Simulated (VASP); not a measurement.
# B8N7 (a cell with a defect) in VASP: a series of runs

Runs on B8N7 (a cell with a defect). Level: PBE. Tasks: single point.

All numbers are computed with VASP 6.6.1; they aren't measurements. Logs are shortened: lines on timing, memory, paths and dates and some standing lists are left out, and cuts for length are marked.

## (1) The cell of the first run

The cell holds a defect, 15 atoms: a = 4.936 Å, b = 4.936 Å, c = 5.108 Å, α = 104.99°, β = 104.99°, γ = 117.68°.

## (2) Single point, PBE

Contents of INCAR:

```
SYSTEM = B8N7
  ALGO = Normal
  EDIFF = 1E-6
  ENCUT = 520
  GGA = PE
  ISIF = 2
  ISMEAR = 0
  LASPH = .TRUE.
  LCHARG = .TRUE.
  LELF = .TRUE.
  LREAL = Auto
  LVHAR = .TRUE.
  LWAVE = .FALSE.
  NBANDS = 42
  NELECT = 56.0
  NELM = 100
  PREC = Accurate
  SIGMA = 0.05
```

Contents of KPOINTS:

```
k-points
0
G
  6 6 6
  0 0 0
```

Contents of POSCAR:

```
B8N7
1.0
   -1.2770455854     -2.2119078376     -4.2240394007
   -1.2770455854     -2.2119078376      4.2240394007
   -2.5540911709      4.4238156750      0.0000000000
B N
8 7
Direct
    0.6667526990      0.6665806343      0.8333333333
    0.6667526990      0.6665806343      0.3333333333
    0.1667526990      0.1665806343      0.8333333333
    0.1667526990      0.1665806343      0.3333333333
    0.0834193657      0.5832473010      0.1666666667
    0.0834193657      0.5832473010      0.6666666667
    0.5834193657      0.0832473010      0.1666666667
    0.5834193657      0.0832473010      0.6666666667
    0.8145220241      0.4396940888      0.3760540282
    0.3540806343      0.9792526990      0.8333333333
    0.3540806343      0.9792526990      0.3333333333
    0.2707473010      0.3959193657      0.1666666667
    0.2707473010      0.3959193657      0.6666666667
    0.7707473010      0.8959193657      0.1666666667
    0.7707473010      0.8959193657      0.6666666667
```

Potentials or basis: VASP PAW PBE potentials, release 64 (B, N).

On the command line:

```sh
$ cat potpaw_PBE.64/B/POTCAR potpaw_PBE.64/N/POTCAR > POTCAR
$ mpirun -np 1 vasp_std > vasp.out
```

OUTCAR:

```text
SYSTEM = B8N7
   EDIFF = 1E-6
   ENCUT = 520
   GGA = PE
   ISIF = 2
   ISMEAR = 0
   LASPH = .TRUE.
   LREAL = Auto
   NELECT = 56.0
   NELM = 100
   PREC = Accurate

 ion  position               nearest neighbor table
   1  0.667  0.667  0.833-  15 1.57  13 1.57  14 1.57
   2  0.667  0.667  0.333-  14 1.57  12 1.57  15 1.57   9 1.62
   3  0.167  0.167  0.833-  13 1.57  15 1.57  12 1.57  10 1.58
   4  0.167  0.167  0.333-  12 1.57  14 1.57  13 1.57  11 1.58
   5  0.083  0.583  0.167-  11 1.57  12 1.58   9 1.91
   6  0.083  0.583  0.667-   9 1.42  10 1.57  13 1.58
   7  0.583  0.083  0.167-   9 1.44  11 1.57  10 1.57  14 1.58
   8  0.583  0.083  0.667-  10 1.57  11 1.57  15 1.58
   9  0.815  0.440  0.376-   6 1.42   7 1.44   2 1.62   5 1.91
  10  0.354  0.979  0.833-   8 1.57   6 1.57   7 1.57   3 1.58
  11  0.354  0.979  0.333-   7 1.57   5 1.57   8 1.57   4 1.58
  12  0.271  0.396  0.167-   4 1.57   2 1.57   3 1.57   5 1.58
  13  0.271  0.396  0.667-   3 1.57   1 1.57   4 1.57   6 1.58
  14  0.771  0.896  0.167-   2 1.57   4 1.57   1 1.57   7 1.58
  15  0.771  0.896  0.667-   1 1.57   3 1.57   2 1.57   8 1.58

  LATTYP: Found a face centered orthorhombic cell.
 ALAT       =     5.1081823418
 B/A-ratio  =     1.6538326622
 C/A-ratio  =     1.7320508075

  Lattice vectors:

 A1 = (  -3.8311367563,   2.2119078374,   4.2240394007)
 A2 = (  -5.1081823417,  -0.0000000002,   0.0000000000)
 A3 = (  -1.2770455854,  -2.2119078376,   4.2240394007)

Analysis of symmetry for initial positions (statically):
=====================================================================
 Subroutine PRICEL returns:
 Original cell was already a primitive cell.

 Routine SETGRP: Setting up the symmetry group for a
 face centered orthorhombic supercell.

 Subroutine GETGRP returns: Found  1 space group operations
 (whereof  1 operations were pure point group operations)
 out of a pool of  8 trial point group operations.

The static configuration has the point symmetry C_1 .

Analysis of symmetry for dynamics (positions and initial velocities):
=====================================================================
 Subroutine PRICEL returns:
 Original cell was already a primitive cell.

 Routine SETGRP: Setting up the symmetry group for a
 face centered orthorhombic supercell.

 Subroutine GETGRP returns: Found  1 space group operations
 (whereof  1 operations were pure point group operations)
 out of a pool of  8 trial point group operations.

The dynamic configuration has the point symmetry C_1 .

 Subroutine INISYM returns: Found  1 space group operations
 (whereof  1 operations are pure point group operations),
 and found     1 'primitive' translations

----------------------------------------------------------------------------------------

                                     Primitive cell

  volume of cell :      95.4534

  direct lattice vectors                    reciprocal lattice vectors
    -1.277045585 -2.211907838 -4.224039401    -0.195764351 -0.113024601 -0.118370108
    -1.277045585 -2.211907838  4.224039401    -0.195764351 -0.113024601  0.118370108
    -2.554091171  4.423815675  0.000000000    -0.195764351  0.113024601  0.000000000

  length of vectors
     4.936181780  4.936181780  5.108182342     0.255166071  0.255166071  0.226049201

  position of ions in fractional coordinates (direct lattice)
     0.666752699  0.666580634  0.833333333
     0.666752699  0.666580634  0.333333333
     0.166752699  0.166580634  0.833333333
     0.166752699  0.166580634  0.333333333
     0.083419366  0.583247301  0.166666667
     0.083419366  0.583247301  0.666666667
     0.583419366  0.083247301  0.166666667
     0.583419366  0.083247301  0.666666667
     0.814522024  0.439694089  0.376054028
     0.354080634  0.979252699  0.833333333
     0.354080634  0.979252699  0.333333333
     0.270747301  0.395919366  0.166666667
     0.270747301  0.395919366  0.666666667
     0.770747301  0.895919366  0.166666667
     0.770747301  0.895919366  0.666666667

  ion indices of the primitive-cell ions
   primitive index   ion index
                 1           1
                 2           2
                 3           3
                 4           4
                 5           5
                 6           6
                 7           7
                 8           8
                 9           9
                10          10
                11          11
                12          12
                13          13
                14          14
                15          15

----------------------------------------------------------------------------------------

 KPOINTS: k-points

Automatic generation of k-mesh.
 Grid dimensions read from file:
 generate k-points for:    6    6    6

 Generating k-lattice:

  Cartesian coordinates                     Fractional coordinates (reciprocal lattice)
    -0.032627392 -0.018837433 -0.019728351     0.166666667  0.000000000  0.000000000
    -0.032627392 -0.018837433  0.019728351     0.000000000  0.166666667  0.000000000
    -0.032627392  0.018837433  0.000000000     0.000000000  0.000000000  0.166666667

  Length of vectors
     0.042527679  0.042527679  0.037674867

  Shift w.r.t. Gamma in fractional coordinates (k-lattice)
     0.000000000  0.000000000  0.000000000

 Subroutine IBZKPT returns following result:
 ===========================================

 Found    112 irreducible k-points:

 Following reciprocal coordinates:
            Coordinates               Weight
  0.000000  0.000000  0.000000      1.000000
  0.166667  0.000000  0.000000      2.000000
 -0.000000  0.166667 -0.166667      2.000000
  0.000000 -0.166667  0.000000      2.000000
 -0.166667  0.000000  0.166667      2.000000
  0.333333 -0.000000 -0.000000      2.000000
[... 16 lines left out ...]
  0.500000 -0.166667 -0.333333      2.000000
 -0.333333  0.166667  0.000000      2.000000
 [... further k-points ...]
   k-points           NKPTS =    112   k-points in BZ     NKDIM =    112   number of bands    NBANDS=     42
   number of dos      NEDOS =    301   number of ions     NIONS =     15
   total plane-waves  NPLWV =  64000
   dimension x,y,z NGX =    40 NGY =   40 NGZ =   40
   dimension x,y,z NGXF=    80 NGYF=   80 NGZF=   80
   ions per type =               8   7
   NGX,Y,Z   is equivalent  to a cutoff of  13.47, 13.47, 13.02 a.u.
   NGXF,Y,Z  is equivalent  to a cutoff of  26.94, 26.94, 26.04 a.u.
 SYSTEM =  B8N7
   PREC   = accura    normal or accurate (medium, high low for compatibility)
   ISTART =      0    job   : 0-new  1-cont  2-samecut
   ICHARG =      2    charge: 1-file 2-atom 10-const
   ISPIN  =      1    spin polarized calculation?
   LNONCOLLINEAR =      F non collinear calculations
   LSORBIT =      F    spin-orbit coupling
   LASPH  =      T    aspherical Exc in radial PAW
   ENCUT  =  520.0 eV  38.22 Ry    6.18 a.u.   9.18  9.18  9.50*2*pi/ulx,y,z
   NELM   =    100;   NELMIN=  2; NELMDL= -5     # of ELM steps
   EDIFF  = 0.1E-05   stopping-criterion for ELM
   LREAL  =      T    real-space projection
   EDIFFG = 0.1E-04   stopping-criterion for IOM
   NSW    =      0    number of steps for IOM
   IBRION =     -1    ionic relax: 0-MD 1-quasi-New 2-CG
   NFREE  =      0    steps in history (QN), initial steepest desc. (CG)
   ISIF   =      2    stress and relaxation
   ISYM   =      2    0-nonsym 1-usesym 2-fastsym
   POTIM  = 0.5000    time-step for ionic-motion
   TEBEG  =    0.0;   TEEND  =   0.0 temperature during run
   PSTRESS=    0.0 pullay stress
   NELECT =      56.0000    total number of electrons
   NUPDOWN=      -1.0000    fix difference up-down
   EMIN   =  10.00;   EMAX   =-10.00  energy-range for DOS
   EFERMI =   0.00;   METHOD = LEGACY
   ISMEAR =     0;   SIGMA  =   0.05  broadening in eV -4-tet -1-fermi 0-gaus
   EFERMI_NEDOS =   21; number of points for ismear=-14 and -15
   IALGO  =     38    algorithm
   IMIX   =      4    mixing-type and parameters
     AMIX     =   0.40;   BMIX     =  1.00
     AMIX_MAG =   1.60;   BMIX_MAG =  1.00
  volume/ion in A,a.u.               =       6.36        42.94
  Fermi-wavevector in a.u.,A,eV,Ry     =   1.370483  2.589838 25.554792  1.878224
  Thomas-Fermi vector in A             =   2.496265
   LORBIT       =      0    0 simple, 1 ext, 2 COOP (PROOUT), +10 PAW based schemes
   GGA     = PE    functional components
   LHFCALC =     F    Hartree Fock is set to
   AEXX    =    0.0000 exact exchange contribution
   IVDW    =     0    specifies the selected vdW correction
   LEPSILON=     F    determine dielectric tensor
   LRPA    =     F    only Hartree local field effects (RPA)
 non-spin polarized calculation
 Gauss-broadening in eV      SIGMA  =   0.05
  energy-cutoff  :      520.00
  volume of cell :       95.45
 maximum number of plane-waves:      2616
 NGX is ok and might be reduce to    40
   NGX = 19   NGY = 19   NGZ = 19

 number of electron      56.0000003 magnetization

 Free energy of the ion-electron system (eV)
  ---------------------------------------------------
  ext. energy  EPLUGINS =         0.00000000
  ---------------------------------------------------
  free energy    TOTEN  =      -143.61523036 eV

  energy without entropy =     -143.61124757  energy(sigma->0) =     -143.61323896

 E-fermi :   5.5062     XC(G=0): -12.1566

 val. band max:        5.5035558152   @ k =   0.5000   0.5000   0.1667
 cond. band min:       5.5154490335   @ k =  -0.1667   0.5000   0.0000
 fundamental gap:      0.0118932183
 Fermi energy:         5.5062005625

 k-point     1 :       0.0000    0.0000    0.0000
  band No.  band energies     occupation
      1     -13.0028      2.00000
      2      -9.5368      2.00000
      3      -9.0601      2.00000
      4      -8.8646      2.00000
      5      -8.5750      2.00000
      6      -8.5430      2.00000
[... 32 lines left out ...]
     39      15.6700      0.00000
     40      15.7874      0.00000

 k-point     2 :       0.1667    0.0000    0.0000
  band No.  band energies     occupation
      1     -12.8262      2.00000
      2      -9.7123      2.00000
      3      -9.2285      2.00000
      4      -9.0559      2.00000
      5      -8.7804      2.00000
      6      -8.5580      2.00000
[... 32 lines left out ...]
     39      15.6700      0.00000
     40      16.1088      0.00000

 k-point     3 :      -0.0000    0.1667   -0.1667
  band No.  band energies     occupation
      1     -12.8286      2.00000
      2      -9.6538      2.00000
      3      -9.2925      2.00000
      4      -9.0293      2.00000
      5      -8.8031      2.00000
      6      -8.5337      2.00000
[... 853 lines left out ...]
  band No.  band energies     occupation
      1     -11.9003      2.00000
      2     -10.8181      2.00000
      3     -10.1326      2.00000
      4      -9.3835      2.00000
      5      -8.7962      2.00000
      6      -8.2391      2.00000
[... 32 lines left out ...]
     39      16.6003      0.00000
     40      16.8066      0.00000

 k-point    24 :      -0.3333    0.1667    0.0000
  band No.  band energies     occupation
      1     -12.5234      2.00000
      2     -10.2238      2.00000
      3      -9.7073      2.00000
      4      -9.1437      2.00000
      5      -8.7223      2.00000
      6      -8.2871      2.00000
[... 32 lines left out ...]
     39      15.8675      0.00000
     40      16.4186      0.00000

 [... further k-points ...]

 [bands above 40 left out]

------------------------ aborting loop because EDIFF is reached ----------------------------------------

  FORCE on cell =-STRESS in cart. coord.  units (eV):
  Direction    XX          YY          ZZ          XY          YZ          ZX
  --------------------------------------------------------------------------------------
  -------------------------------------------------------------------------------------
  Total      -31.6159073    -34.9616702    -36.7371160      0.5355880     -0.0418208     -0.3596718
  in kB     -530.6703914   -586.8287452   -616.6294553      8.9898006     -0.7019587     -6.0370616
  external PRESSURE =    -578.0428640 kB  Pullay stress =       0.0000000 kB

 VOLUME and BASIS-vectors are now :
 -----------------------------------------------------------------------------
  energy-cutoff  :      520.00
  volume of cell :       95.45
      direct lattice vectors                 reciprocal lattice vectors
    -1.277045585 -2.211907838 -4.224039401    -0.195764351 -0.113024601 -0.118370108
    -1.277045585 -2.211907838  4.224039401    -0.195764351 -0.113024601  0.118370108
    -2.554091171  4.423815675  0.000000000    -0.195764351  0.113024601  0.000000000

 POSITION                                       TOTAL-FORCE (eV/Angst)
 -----------------------------------------------------------------------------------
     -3.83114      0.73730     -0.00073        -0.217588      0.201211      4.298043
     -2.55409     -1.47461     -0.00073        -0.363623      0.926117      0.066500
     -2.55409      2.94921     -0.00073         0.223193     -0.048369     -0.435405
     -1.27705      0.73730     -0.00073         0.009975      0.088487     -0.218919
     -1.27705     -0.73730      2.11129        -3.386843      0.663938     -2.167178
     -2.55409      1.47461      2.11129        -1.904140     -2.547229     -2.474100
     -1.27705     -0.73730     -2.11275         2.178222      1.125458     -1.007419
     -2.55409      1.47461     -2.11275         3.235277      2.507481     -1.748613
     -2.56217     -1.11062     -1.58329        -0.693639     -4.896345      2.426457
     -3.83114      0.73730      2.64075        -0.764253      0.031787      0.781598
     -2.55409     -1.47461      2.64075         1.284390      1.644601      0.798044
     -1.27705     -0.73730      0.52873         1.148159      0.113828      2.086029
     -2.55409      1.47461      0.52873        -0.662340      0.348737     -0.515911
     -2.55409     -2.94921      0.52873         0.827711     -0.090362     -2.059066
     -3.83114     -0.73730      0.52873        -0.914500     -0.069340      0.169939
 -----------------------------------------------------------------------------------
    total drift:                               -0.001325      0.001160      0.003547

  FREE ENERGIE OF THE ION-ELECTRON SYSTEM (eV)
  ---------------------------------------------------
  free  energy   TOTEN  =      -143.6152303607 eV

  energy  without entropy=     -143.6112475676  energy(sigma->0) =     -143.61323896
```

Wall time 15 min (1 thread of AMD EPYC 7R13 (Zen 3), shared host); peak memory 0.38 GiB.

What came out:

| Item | Value |
| --- | --- |
| Free energy | -143.6152 eV |
| Largest force | 5.508 eV/Å |

Forces in eV/Å, atoms in the order of the input:
```
B   -0.218  0.201  4.298
B   -0.364  0.926  0.067
B    0.223 -0.048 -0.435
B    0.010  0.088 -0.219
B   -3.387  0.664 -2.167
B   -1.904 -2.547 -2.474
B    2.178  1.125 -1.007
B    3.235  2.507 -1.749
N   -0.694 -4.896  2.426
N   -0.764  0.032  0.782
N    1.284  1.645  0.798
N    1.148  0.114  2.086
N   -0.662  0.349 -0.516
N    0.828 -0.090 -2.059
N   -0.914 -0.069  0.170
```

Caveat: the cell carries a net charge on a neutralising background, which shifts energy and pressure; the cell differs from its parent crystal (atoms taken out, atom 9 moved 0.125 of the way to it and +0.175 Å across, host rigid); the cell is charged against a uniform background, so pressure and absolute levels hang on convention.

## (3) Single point, PBE

Contents of INCAR:

```
PREC = Accurate
ENCUT = 520
EDIFF = 1E-6
ISMEAR = 0
SIGMA = 0.05
LREAL = Auto
LASPH = True
NELM = 100
ALGO = Normal
ISIF = 2
LWAVE = False
LCHARG = True
GGA = PE
LELF = True
LVHAR = True
NBANDS = 42
NELECT = 56.0
```

Contents of KPOINTS:

```
Automatic mesh
0
Gamma
  6 6 6
```

Edit POSCAR of step 2 so:

```diff
@@ -16,3 +16,3 @@
     0.5834193657      0.0832473010      0.6666666667
-    0.8145220241      0.4396940888      0.3760540282
+    0.7749634139      0.4001354785      0.4187747231
     0.3540806343      0.9792526990      0.8333333333
```

Potentials or basis: VASP PAW PBE potentials, release 64 (B, N).

On the command line:

```sh
$ cat potpaw_PBE.64/B/POTCAR potpaw_PBE.64/N/POTCAR > POTCAR
$ mpirun -np 1 vasp_std > vasp.out
```

Wall time 15 min (1 thread of AMD EPYC 7R13 (Zen 3), shared host); peak memory 0.36 GiB.

It converged, with:

```
Free energy   : -141.4644 eV
Largest force : 7.558 eV/Å
```

Forces on the atoms (eV/Å):
```
B   -0.063  0.161  4.503
B   -0.648  1.886  1.177
B    0.408 -0.102 -0.042
B    0.135  0.283  0.338
B   -2.759 -1.472 -3.191
B   -3.468 -1.693 -3.683
B    3.738  1.434 -2.305
B    2.852  2.579 -1.963
N   -1.753 -6.430  3.565
N   -0.987 -0.274  1.086
N    2.508  3.439  1.346
N    1.127  0.458  2.527
N   -0.808  0.108 -0.782
N    0.629 -0.033 -2.812
N   -0.910 -0.345  0.236
```

Levels at points of the mesh, in eV from the Fermi level:
| k point | band 24 | band 25 | band 26 | band 27 | band 28 | band 29 | band 30 | band 31 | band 32 | band 33 |
| --- | --- | --- | --- | --- | --- | --- | --- | --- | --- | --- |
| (0.00, 0.00, 0.00) | -1.75 | -1.41 | -0.28 | -0.07 | 0.24 | 0.58 | 4.01 | 5.07 | 6.20 | 7.55 |
| (0.50, 0.00, 0.00) | -2.04 | -1.40 | -1.02 | -0.85 | -0.43 | -0.12 | 2.77 | 4.68 | 5.44 | 6.79 |
| (0.00, 0.50, 0.50) | -1.90 | -1.51 | -1.22 | -1.05 | -0.58 | 0.61 | 2.93 | 4.37 | 5.12 | 6.80 |
| (0.00, 0.50, 0.00) | -1.99 | -1.37 | -1.18 | -0.83 | -0.47 | 0.05 | 2.98 | 4.54 | 5.41 | 6.93 |
| (0.50, 0.00, 0.50) | -2.17 | -1.65 | -1.24 | -1.05 | -0.62 | 0.91 | 2.86 | 4.59 | 5.02 | 6.54 |
| (0.50, 0.50, 0.00) | -2.07 | -1.38 | -0.77 | 0.01 | 0.11 | 0.18 | 3.67 | 4.11 | 6.06 | 6.68 |
| (0.00, 0.00, 0.50) | -1.56 | -1.29 | -1.15 | -0.62 | -0.12 | 0.60 | 2.60 | 5.04 | 5.46 | 5.93 |
| (0.50, 0.50, 0.50) | -2.64 | -1.76 | -1.31 | -1.13 | -0.41 | 0.44 | 3.02 | 3.58 | 4.55 | 5.53 |

Caveat: the cell carries a net charge on a neutralising background, which shifts energy and pressure; the cell differs from its parent crystal (atoms taken out, atom 9 moved 0.250 of the way to it and +0.350 Å across, host rigid); the cell is charged against a uniform background, so pressure and absolute levels hang on convention.
